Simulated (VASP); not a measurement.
# SnSe (Fmmm) in VASP: notebook, part 2 of 2

VASP 6.6.1.

## Step 3: Single point, LDA (strain +0.0050 x Voigt [1, -1, 0, 0, 0, 0])

Contents of INCAR:

```
SYSTEM = SnSe
ALGO = Normal
EDIFF = 1E-6
ENCUT = 520
ISIF = 2
ISMEAR = 0
LASPH = .True.
LCHARG = .True.
LELF = .True.
LREAL = .False.
LVHAR = .True.
LWAVE = .False.
NBANDS = 17
NELM = 60
PREC = Accurate
SIGMA = 0.05
```

Contents of KPOINTS:

```
k-points
0
Gamma
  8 8 8
  0 0 0
```

Contents of POSCAR:

```
SnSe
1.0
    0.0000000000      2.9319145312      2.9466477701
    2.9613810090      0.0000000000      2.9466477701
    2.9613810090      2.9319145312      0.0000000000
Sn Se
1 1
Direct
    0.0000000000      0.0000000000      0.0000000000
    0.5000000000      0.5000000000      0.5000000000
```

Potentials or basis: VASP PAW LDA potentials, release 64 (Sn_d, Se).

Run with:

```
> cat potpaw_LDA.64/Sn_d/POTCAR potpaw_LDA.64/Se/POTCAR > POTCAR
> mpirun -np 1 vasp_std > vasp.out
```

OUTCAR:

```text
SYSTEM = SnSe
   EDIFF = 1E-6
   ENCUT = 520
   ISIF = 2
   ISMEAR = 0
   LASPH = .True.
   LREAL = .False.
   NELM = 60
   PREC = Accurate

 ion  position               nearest neighbor table
   1  0.000  0.000  0.000-   2 2.93   2 2.93   2 2.95   2 2.95   2 2.96   2 2.96
   2  0.500  0.500  0.500-   1 2.93   1 2.93   1 2.95   1 2.95   1 2.96   1 2.96

  LATTYP: Found a face centered orthorhombic cell.
 ALAT       =     5.8638290624
 B/A-ratio  =     1.0050251256
 C/A-ratio  =     1.0100502513

  Lattice vectors:

 A1 = (  -2.9613810090,   0.0000000000,  -2.9466477701)
 A2 = (  -2.9613810090,   2.9319145312,   0.0000000000)
 A3 = (   0.0000000000,   2.9319145312,  -2.9466477701)

Analysis of symmetry for initial positions (statically):
=====================================================================
 Subroutine PRICEL returns:
 Original cell was already a primitive cell.

 Routine SETGRP: Setting up the symmetry group for a
 face centered orthorhombic supercell.

 Subroutine GETGRP returns: Found  8 space group operations
 (whereof  8 operations were pure point group operations)
 out of a pool of  8 trial point group operations.

The static configuration has the point symmetry D_2h.

Analysis of symmetry for dynamics (positions and initial velocities):
=====================================================================
 Subroutine PRICEL returns:
 Original cell was already a primitive cell.

 Routine SETGRP: Setting up the symmetry group for a
 face centered orthorhombic supercell.

 Subroutine GETGRP returns: Found  8 space group operations
 (whereof  8 operations were pure point group operations)
 out of a pool of  8 trial point group operations.

The dynamic configuration has the point symmetry D_2h.

 Subroutine INISYM returns: Found  8 space group operations
 (whereof  8 operations are pure point group operations),
 and found     1 'primitive' translations

----------------------------------------------------------------------------------------

                                     Primitive cell

  volume of cell :      51.1686

  direct lattice vectors                    reciprocal lattice vectors
     0.000000000  2.931914531  2.946647770    -0.168840145  0.170537031  0.169684346
     2.961381009  0.000000000  2.946647770     0.168840145 -0.170537031  0.169684346
     2.961381009  2.931914531  0.000000000     0.168840145  0.170537031 -0.169684346

  length of vectors
     4.156784322  4.177620203  4.167241330     0.293909256  0.293909256  0.293909256

  position of ions in fractional coordinates (direct lattice)
     0.000000000  0.000000000  0.000000000
     0.500000000  0.500000000  0.500000000

  ion indices of the primitive-cell ions
   primitive index   ion index
                 1           1
                 2           2

----------------------------------------------------------------------------------------

 KPOINTS: k-points

Automatic generation of k-mesh.
 Grid dimensions read from file:
 generate k-points for:    8    8    8

 Generating k-lattice:

  Cartesian coordinates                     Fractional coordinates (reciprocal lattice)
    -0.021105018  0.021317129  0.021210543     0.125000000  0.000000000  0.000000000
     0.021105018 -0.021317129  0.021210543     0.000000000  0.125000000  0.000000000
     0.021105018  0.021317129 -0.021210543    -0.000000000 -0.000000000  0.125000000

  Length of vectors
     0.036738657  0.036738657  0.036738657

  Shift w.r.t. Gamma in fractional coordinates (k-lattice)
     0.000000000  0.000000000  0.000000000

 Subroutine IBZKPT returns following result:
 ===========================================

 Found     95 irreducible k-points:

 Following reciprocal coordinates:
            Coordinates               Weight
  0.000000  0.000000  0.000000      1.000000
  0.125000  0.000000  0.000000      8.000000
  0.250000  0.000000  0.000000      8.000000
  0.375000  0.000000  0.000000      8.000000
  0.500000  0.000000  0.000000      4.000000
  0.125000  0.125000  0.000000      2.000000
[... 16 lines left out ...]
  0.250000  0.000000  0.125000      8.000000
  0.375000  0.000000  0.125000      8.000000
 [... further k-points ...]
   k-points           NKPTS =     95   k-points in BZ     NKDIM =     95   number of bands    NBANDS=     17
   number of dos      NEDOS =    301   number of ions     NIONS =      2
   total plane-waves  NPLWV =  32768
   dimension x,y,z NGX =    32 NGY =   32 NGZ =   32
   dimension x,y,z NGXF=    64 NGYF=   64 NGZF=   64
   ions per type =               1   1
   NGX,Y,Z   is equivalent  to a cutoff of  12.80, 12.73, 12.77 a.u.
   NGXF,Y,Z  is equivalent  to a cutoff of  25.60, 25.47, 25.53 a.u.
 SYSTEM =  SnSe
   PREC   = accura    normal or accurate (medium, high low for compatibility)
   ISTART =      0    job   : 0-new  1-cont  2-samecut
   ICHARG =      2    charge: 1-file 2-atom 10-const
   ISPIN  =      1    spin polarized calculation?
   LNONCOLLINEAR =      F non collinear calculations
   LSORBIT =      F    spin-orbit coupling
   LASPH  =      T    aspherical Exc in radial PAW
   ENCUT  =  520.0 eV  38.22 Ry    6.18 a.u.   7.73  7.77  7.75*2*pi/ulx,y,z
   NELM   =     60;   NELMIN=  2; NELMDL= -5     # of ELM steps
   EDIFF  = 0.1E-05   stopping-criterion for ELM
   LREAL  =      F    real-space projection
   EDIFFG = 0.1E-04   stopping-criterion for IOM
   NSW    =      0    number of steps for IOM
   IBRION =     -1    ionic relax: 0-MD 1-quasi-New 2-CG
   NFREE  =      0    steps in history (QN), initial steepest desc. (CG)
   ISIF   =      2    stress and relaxation
   ISYM   =      2    0-nonsym 1-usesym 2-fastsym
   POTIM  = 0.5000    time-step for ionic-motion
   TEBEG  =    0.0;   TEEND  =   0.0 temperature during run
   PSTRESS=    0.0 pullay stress
   NELECT =      20.0000    total number of electrons
   NUPDOWN=      -1.0000    fix difference up-down
   EMIN   =  10.00;   EMAX   =-10.00  energy-range for DOS
   EFERMI =   0.00;   METHOD = LEGACY
   ISMEAR =     0;   SIGMA  =   0.05  broadening in eV -4-tet -1-fermi 0-gaus
   EFERMI_NEDOS =   21; number of points for ismear=-14 and -15
   IALGO  =     38    algorithm
   IMIX   =      4    mixing-type and parameters
     AMIX     =   0.40;   BMIX     =  1.00
     AMIX_MAG =   1.60;   BMIX_MAG =  1.00
  volume/ion in A,a.u.               =      25.58       172.65
  Fermi-wavevector in a.u.,A,eV,Ry     =   1.196971  2.261947 19.493599  1.432739
  Thomas-Fermi vector in A             =   2.332898
   LORBIT       =      0    0 simple, 1 ext, 2 COOP (PROOUT), +10 PAW based schemes
   GGA     = CA    functional components
   LHFCALC =     F    Hartree Fock is set to
   AEXX    =    0.0000 exact exchange contribution
   IVDW    =     0    specifies the selected vdW correction
   LEPSILON=     F    determine dielectric tensor
   LRPA    =     F    only Hartree local field effects (RPA)
 non-spin polarized calculation
 Gauss-broadening in eV      SIGMA  =   0.05
  energy-cutoff  :      520.00
  volume of cell :       51.17
 maximum number of plane-waves:      1397
   NGX = 15   NGY = 15   NGZ = 15

 number of electron      19.9999999 magnetization

 Free energy of the ion-electron system (eV)
  ---------------------------------------------------
  ext. energy  EPLUGINS =         0.00000000
  ---------------------------------------------------
  free energy    TOTEN  =        -9.50855926 eV

  energy without entropy =       -9.50855926  energy(sigma->0) =       -9.50855926

 E-fermi :   6.3541     XC(G=0): -10.1678

 val. band max:        6.0497134842   @ k =   0.3750   0.1250   0.1250
 cond. band min:       6.8011154178   @ k =  -0.3750  -0.0000   0.1250
 fundamental gap:      0.7514019336
 Fermi energy:         6.3540652224

 k-point     1 :       0.0000    0.0000    0.0000
  band No.  band energies     occupation
      1     -15.3344      2.00000
      2     -15.3314      2.00000
      3     -15.3289      2.00000
      4     -15.3278      2.00000
      5     -15.3268      2.00000
      6      -8.1554      2.00000
[... 9 lines left out ...]
     16      11.9937      0.00000
     17      14.1974      0.00000
[... 441 lines left out ...]
 k-point    24 :       0.3750    0.0000    0.1250
  band No.  band energies     occupation
      1     -15.3450      2.00000
      2     -15.3372      2.00000
      3     -15.3275      2.00000
      4     -15.3163      2.00000
      5     -15.3122      2.00000
      6      -7.3211      2.00000
[... 9 lines left out ...]
     16      15.5503      0.00000
     17      17.7882      0.00000

 [... further k-points ...]

------------------------ aborting loop because EDIFF is reached ----------------------------------------

  FORCE on cell =-STRESS in cart. coord.  units (eV):
  Direction    XX          YY          ZZ          XY          YZ          ZX
  --------------------------------------------------------------------------------------
  -------------------------------------------------------------------------------------
  Total       -0.1874873      0.2786371      0.0392516      0.0000000     -0.0000000      0.0000000
  in kB       -5.8705465      8.7246043      1.2290350      0.0000000     -0.0000000      0.0000000
  external PRESSURE =       1.3610309 kB  Pullay stress =       0.0000000 kB

 VOLUME and BASIS-vectors are now :
 -----------------------------------------------------------------------------
  energy-cutoff  :      520.00
  volume of cell :       51.17
      direct lattice vectors                 reciprocal lattice vectors
     0.000000000  2.931914531  2.946647770    -0.168840145  0.170537031  0.169684346
     2.961381009  0.000000000  2.946647770     0.168840145 -0.170537031  0.169684346
     2.961381009  2.931914531  0.000000000     0.168840145  0.170537031 -0.169684346

 POSITION                                       TOTAL-FORCE (eV/Angst)
 -----------------------------------------------------------------------------------
      0.00000      0.00000      0.00000        -0.000000      0.000000      0.000000
      2.96138      2.93191      2.94665         0.000000      0.000000      0.000000
 -----------------------------------------------------------------------------------
    total drift:                                0.000000     -0.000000     -0.000000

  FREE ENERGIE OF THE ION-ELECTRON SYSTEM (eV)
  ---------------------------------------------------
  free  energy   TOTEN  =        -9.5085592640 eV

  energy  without entropy=       -9.5085592640  energy(sigma->0) =       -9.50855926
```

OSZICAR:

```text
N       E                     dE             d eps       ncg     rms          rms(c)
DAV:   1     0.131259800768E+03    0.13126E+03   -0.99278E+03  3283   0.146E+03
DAV:   2     0.261699711443E+01   -0.12864E+03   -0.12475E+03  3544   0.346E+02
DAV:   3    -0.935885480510E+01   -0.11976E+02   -0.11874E+02  3940   0.929E+01
DAV:   4    -0.966238271331E+01   -0.30353E+00   -0.30328E+00  3937   0.155E+01
DAV:   5    -0.967112080897E+01   -0.87381E-02   -0.87378E-02  4705   0.256E+00    0.352E+00
DAV:   6    -0.951701768514E+01    0.15410E+00   -0.35884E-01  4796   0.371E+00    0.216E+00
DAV:   7    -0.950998793623E+01    0.70297E-02   -0.59969E-02  3933   0.113E+00    0.959E-01
DAV:   8    -0.950868362956E+01    0.13043E-02   -0.57742E-03  4032   0.664E-01    0.692E-02
DAV:   9    -0.950855871084E+01    0.12492E-03   -0.94799E-04  4736   0.247E-01    0.393E-02
DAV:  10    -0.950855855456E+01    0.15627E-06   -0.78847E-05  3916   0.532E-02    0.838E-03
DAV:  11    -0.950855926405E+01   -0.70948E-06   -0.57241E-06  4143   0.183E-02
   1 F= -.95085593E+01 E0= -.95085593E+01  d E =-.380222E-19
```

stdout:

```text
POSCAR found type information on POSCAR SnSe
 POSCAR found :  2 types and       2 ions
 scaLAPACK will be used
 LDA part: xc-table for (Slater(with rela. corr.)+CA(PZ))
 , standard interpolation
 POSCAR, INCAR and KPOINTS ok, starting setup
 FFT: planning ... GRIDC
 FFT: planning ... GRID_SOFT
 FFT: planning ... GRID
 WAVECAR not read
 entering main loop
```

Wall time 88 s (1 thread of Intel Xeon 8259CL, shared host); peak memory 0.21 GiB.

Results:

```yaml
Free_energy: -9.5086 eV
Pressure: 0.1 GPa
Band_gap_on_the_k_mesh: 0.75 eV (least direct gap 0.90 eV)
```

Levels at points of the mesh, in eV from the valence-band top:
```
           k point  band 8  band 9  band 10  band 11  band 12  band 13
(0.00, 0.00, 0.00)   -2.29   -2.24    -2.19     4.45     4.57     4.70
(0.50, 0.00, 0.00)   -1.97   -1.95    -0.03     0.89     1.23     1.28
(0.50, 0.50, 0.00)   -5.81   -3.88    -3.76     2.89     5.60     5.86
(0.50, 0.00, 0.50)   -5.82   -3.86    -3.80     2.87     5.64     5.77
(0.00, 0.50, 0.50)   -5.80   -3.84    -3.78     2.90     5.69     5.83
```

Caveat: the cell differs from its parent crystal (strain +0.0050 x Voigt [1, -1, 0, 0, 0, 0]); spin-orbit coupling is left out, which moves the levels of the heavy elements. A k mesh can miss the band edges.
